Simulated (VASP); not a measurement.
Runs of VASP 6.6.1 on W. The structure is that of space group Pm-3m (No. 221), or close to it. The cells are those of the table. 

```tsv
cell	gap on the mesh (eV)	pressure (GPa)
a = 2.677 Å, 1 atom	none	-8.2
a = 2.624 Å, 1 atom	none	(a)
a = 2.606 Å, 1 atom	none	8.9
a = 2.659 Å, 1 atom	none	(b)
a = 2.642 Å, 1 atom	none	-0.5
```

Alike in all rows: task single point; level PBE; potentials or basis VASP PAW PBE potentials, release 64 (W_sv); no spin polarisation; k mesh 21 × 21 × 21; cutoff (eV) 520; smearing fermi-dirac 0.0612256 eV.

**Question.** Estimate the missing entries.

**Answer.** (a) 3.9; (b) -4.5.

Caveats: spin-orbit coupling is left out, which moves the levels of the heavy elements.

A k mesh can miss the band edges, and the runs leave out spin-orbit coupling on W.

A gap of «none» marks levels without a gap at the run's occupations.
